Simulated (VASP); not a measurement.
# Ir (P6_3/mmc) in VASP: a series of runs, part 2 of 2

VASP 6.6.1.

## Step 4: Single point, r2SCAN

This run uses another cell than the first one, of 15.50 Å³/atom.

The input, POSCAR:

```
Ir
1.0
    2.8053401807      0.0000000000      0.0000000000
   -1.4026700903      2.4294958627      0.0000000000
    0.0000000000      0.0000000000      4.5498081014
Ir
2
Direct
    0.3333333333      0.6666666667      0.2500000000
    0.6666666667      0.3333333333      0.7500000000
```

The input, INCAR.step1:

```
SYSTEM = Ir
ALGO = Normal ; EDIFF = 1E-5
ENCUT = 620 ; GGA = PE
GGA_COMPAT = .FALSE. ; ISMEAR = -1
LASPH = .TRUE. ; LCHARG = .FALSE.
LREAL = .FALSE. ; LWAVE = .TRUE.
NBANDS = 24 ; NELM = 120
PREC = Accurate ; SIGMA = 0.05
```

The input, INCAR.step2:

```
SYSTEM = Ir
ALGO = Normal ; EDIFF = 1E-6
ENCUT = 620 ; GGA_COMPAT = .FALSE.
ISIF = 2 ; ISMEAR = -1
ISTART = 1 ; LASPH = .TRUE.
LCHARG = .TRUE. ; LELF = .TRUE.
LMIXTAU = .TRUE. ; LREAL = .FALSE.
LVHAR = .TRUE. ; LWAVE = .FALSE.
METAGGA = R2SCAN ; NBANDS = 24
NELM = 120 ; PREC = Accurate
SIGMA = 0.05
```

The input, KPOINTS:

```
k-points
0
G
  11 11 6
  0 0 0
```

Command:

```bash
$ cat potpaw_PBE.64/Ir_sv_GW/POTCAR > POTCAR
$ cp INCAR.step1 INCAR
$ mpirun -np 1 vasp_std > vasp.out
$ cp INCAR.step2 INCAR
$ mpirun -np 1 vasp_std > vasp.out
```

It took 2.1 min on 1 thread of Intel Xeon Platinum 8488C (Sapphire Rapids), shared host; peak memory 0.2 GiB.

Results (log left out):

```yaml
Free_energy: -105.4055 eV
Pressure: -25.8 GPa
Band_gap_on_the_k_mesh: zero (bands 17 and 18 overlap by 2.88 eV)
```

Stress tensor (GPa, compression positive):
```
-25.55   0.00   0.00
  0.00 -25.55   0.00
  0.00   0.00 -26.42
```

Levels at points of the mesh, in eV from the Fermi level:
| k point | band 13 | band 14 | band 15 | band 16 | band 17 | band 18 | band 19 | band 20 | band 21 | band 22 |
| --- | --- | --- | --- | --- | --- | --- | --- | --- | --- | --- |
| (0.00, 0.00, 0.00) | -3.45 | -2.87 | -2.87 | -2.16 | -2.16 | -0.51 | 0.26 | 0.26 | 6.65 | 14.67 |
| (0.00, 0.00, 0.50) | -3.57 | -3.57 | -3.57 | -3.57 | -0.44 | -0.44 | -0.44 | -0.44 | 13.82 | 13.82 |

Caveat: the cell stands under tension; the PAW data sets were made with another functional, which shifts forces and pressure a little; spin-orbit coupling is left out, which moves the levels of the heavy elements.

## Step 5: Single point, r2SCAN

This run uses another cell than the first one, of 14.92 Å³/atom.

The input, POSCAR:

```
Ir
1.0
    2.7695994713      0.0000000000      0.0000000000
   -1.3847997356      2.3985435004      0.0000000000
    0.0000000000      0.0000000000      4.4918424506
Ir
2
Direct
    0.3333333333      0.6666666667      0.2500000000
    0.6666666667      0.3333333333      0.7500000000
```

The input, INCAR.step1:

```
  PREC = Accurate
  ENCUT = 620
  ISMEAR = -1
  SIGMA = 0.05
  LREAL = False
  LASPH = True
  NELM = 120
  NBANDS = 24
  GGA = PE
  ALGO = Normal
  EDIFF = 1E-5
  LWAVE = True
  LCHARG = False
  GGA_COMPAT = False
```

The input, INCAR.step2:

```
  PREC = Accurate
  ENCUT = 620
  EDIFF = 1E-6
  ISMEAR = -1
  SIGMA = 0.05
  LREAL = False
  LASPH = True
  NELM = 120
  ALGO = Normal
  ISIF = 2
  LWAVE = False
  LCHARG = False
  METAGGA = R2SCAN
  LMIXTAU = True
  NBANDS = 24
  ISTART = 1
  GGA_COMPAT = False
```

The input, KPOINTS:

```
regular mesh
0
Gamma
  11 11 6
```

Command:

```bash
$ cat potpaw_PBE.64/Ir_sv_GW/POTCAR > POTCAR
$ cp INCAR.step1 INCAR
$ mpirun -np 1 vasp_std > vasp.out
$ cp INCAR.step2 INCAR
$ mpirun -np 1 vasp_std > vasp.out
```

Wall time 4.5 min (1 thread of AMD EPYC 7R43 (Zen 3), shared host); peak memory 0.18 GiB.

The run converged. Its results:

* Free energy: -105.5543 eV
* Pressure: -15.7 GPa
* Band gap on the k mesh: zero (bands 17 and 18 overlap by 3.08 eV)

Stress tensor (GPa, compression positive):
```
-15.46   0.00   0.00
  0.00 -15.46   0.00
  0.00   0.00 -16.18
```

Levels at points of the mesh, in eV from the Fermi level:
```tsv
k point	band 14	band 15	band 16	band 17	band 18	band 19	band 20	band 21
(0.00, 0.00, 0.00)	-3.05	-3.05	-2.29	-2.29	-0.62	0.27	0.27	7.00
(0.00, 0.00, 0.50)	-3.79	-3.79	-3.79	-0.46	-0.46	-0.46	-0.46	13.88
```

Caveat: the cell stands under tension; the PAW data sets were made with another functional, which shifts forces and pressure a little; spin-orbit coupling is left out, which moves the levels of the heavy elements.

## Step 6: Single point, HSE06

The input, POSCAR:

```
Ir
1.0
    2.7513778946      0.0000000000      0.0000000000
   -1.3756889473      2.3827631521      0.0000000000
    0.0000000000      0.0000000000      4.4622900000
Ir
2
Direct
    0.3333333333      0.6666666667      0.2500000000
    0.6666666667      0.3333333333      0.7500000000
```

The input, INCAR.step1:

```
SYSTEM = Ir
  ALGO = Normal
  EDIFF = 1E-5
  ENCUT = 420
  GGA = PE
  GGA_COMPAT = .False.
  ISIF = 2
  ISMEAR = -1
  LASPH = .True.
  LCHARG = .False.
  LREAL = .False.
  LWAVE = .True.
  NBANDS = 24
  NELM = 120
  PREC = Accurate
  SIGMA = 0.05
```

The input, INCAR.step2:

```
SYSTEM = Ir
  ALGO = Normal
  EDIFF = 1E-6
  ENCUT = 420
  GGA = PE
  GGA_COMPAT = .False.
  HFSCREEN = 0.2079
  ISIF = 2
  ISMEAR = -1
  ISTART = 1
  LASPH = .True.
  LCHARG = .False.
  LHFCALC = .True.
  LREAL = .False.
  LWAVE = .False.
  NBANDS = 24
  NELM = 120
  PREC = Accurate
  PRECFOCK = Normal
  SIGMA = 0.05
```

The input, KPOINTS:

```
k-points
0
Gamma
  6 6 3
  0 0 0
```

Potentials or basis: VASP PAW PBE potentials, release 64 (Ir_sv_GW).

Command:

```bash
$ cat potpaw_PBE.64/Ir_sv_GW/POTCAR > POTCAR
$ cp INCAR.step1 INCAR
$ mpirun -np 1 vasp_std > vasp.out
$ cp INCAR.step2 INCAR
$ mpirun -np 1 vasp_std > vasp.out
```

Wall time 18 min (1 thread of Intel Xeon Platinum 8488C (Sapphire Rapids), shared host); peak memory 0.24 GiB.

The run converged. Its results:

| Property | Result |
| --- | --- |
| Free energy | -19.0842 eV |
| Pressure | -16.3 GPa |
| Band gap on the k mesh | zero (bands 17 and 18 overlap by 3.84 eV) |

Stress tensor (GPa, compression positive):
```
-11.32   0.00   0.00
  0.00 -11.32   0.00
  0.00   0.00 -26.17
```

Levels at points of the mesh, in eV from the Fermi level:
| k point | band 15 | band 16 | band 17 | band 18 | band 19 | band 20 | band 21 | band 22 |
| --- | --- | --- | --- | --- | --- | --- | --- | --- |
| (0.00, 0.00, 0.00) | -3.46 | -2.64 | -2.64 | -0.69 | 0.67 | 0.67 | 8.03 | 14.97 |
| (0.50, 0.00, 0.00) | -3.18 | 0.97 | 1.30 | 1.41 | 3.47 | 5.11 | 9.19 | 11.20 |

Caveat: the k points lie up to 0.47 Å⁻¹ apart, too coarse for converged energies and pressures of a metal; the PAW data sets were made with another functional, which shifts forces and pressure a little; spin-orbit coupling is left out, which moves the levels of the heavy elements.

## Step 7: Summary

| task | level | potentials or basis | cell | k mesh | cutoff (eV) | grid for exact exchange (PRECFOCK) | share of exact exchange | screening parameter | gap on the mesh (eV) | pressure (GPa) |
| --- | --- | --- | --- | --- | --- | --- | --- | --- | --- | --- |
| single point | r2SCANh | VASP PAW PBE potentials, release 64 (Ir) | a = 2.751, b = 2.751, c = 4.462 Å, angles 90.0, 90.0, 120.0°, 2 atoms | 6 × 6 × 3 | 520 | Normal | 0.1 | - | none | -10.4 |
| relaxation of cell and atoms | PBEsol+D3(BJ) | VASP PAW PBE potentials, release 64 (Ir_sv_GW) | relaxed from a = 2.751, b = 2.751, c = 4.462 Å, angles 90.0, 90.0, 120.0°, 2 atoms | 11 × 11 × 6 | 560 | - | - | - | none | 0.0 |
| single point | r2SCAN | VASP PAW PBE potentials, release 64 (Ir_sv_GW) | a = 2.805, b = 2.805, c = 4.550 Å, angles 90.0, 90.0, 120.0°, 2 atoms | 11 × 11 × 6 | 620 | - | - | - | none | -25.8 |
| single point | r2SCAN | VASP PAW PBE potentials, release 64 (Ir_sv_GW) | a = 2.770, b = 2.770, c = 4.492 Å, angles 90.0, 90.0, 120.0°, 2 atoms | 11 × 11 × 6 | 620 | - | - | - | none | -15.7 |
| single point | HSE06 | VASP PAW PBE potentials, release 64 (Ir_sv_GW) | a = 2.751, b = 2.751, c = 4.462 Å, angles 90.0, 90.0, 120.0°, 2 atoms | 6 × 6 × 3 | 420 | Normal | 0.25 | 0.2079 1/Å | none | -16.3 |

Alike in all rows: no spin polarisation; smearing fermi-dirac 0.05 eV.

Caveats: some runs use coarse meshes; the PAW data sets were made with another functional, which shifts forces and pressure a little; spin-orbit coupling is left out, which moves the levels of the heavy elements; the cell stands under tension (at least some runs).

Total energies depend on the potentials used, so only differences within one code and one set of settings carry meaning.
